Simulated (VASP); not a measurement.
Here is a VASP 6.6.1 calculation.

INCAR

```
SYSTEM = Na
PREC = Accurate
ENCUT = 520
EDIFF = 1E-6
ISMEAR = 0
SIGMA = 0.15
LREAL = .False.
LASPH = .True.
NELM = 100
ALGO = Fast
ISIF = 2
LWAVE = .False.
LCHARG = .False.
GGA = PS
NBANDS = 18
```

Contents of KPOINTS:

```
Automatic mesh
0
Gamma
  17 17 6
  0 0 0
```

The input POSCAR:

```
Na
1.0
    0.0000000000     -3.3879506904      0.0000000000
    0.0000000000      0.0000000000     -3.3879506904
   10.1638520711      0.0000000000      0.0000000000
Na
3
Direct
    0.0000000000      0.0000000000      0.0000000000
    0.0000000000      0.0000000000      0.3333333333
    0.0000000000      0.0000000000      0.6666666667
```

Potentials or basis: VASP PAW PBE potentials, release 64 (Na_pv).

Run with:

```console
$ cat potpaw_PBE.64/Na_pv/POTCAR > POTCAR
$ mpirun -np 1 vasp_std > vasp.out
```

Problem. What does it give for the pressure?

Solution. 0.0 GPa.

Caveat: the PAW data sets were made with another functional, which shifts forces and pressure a little.
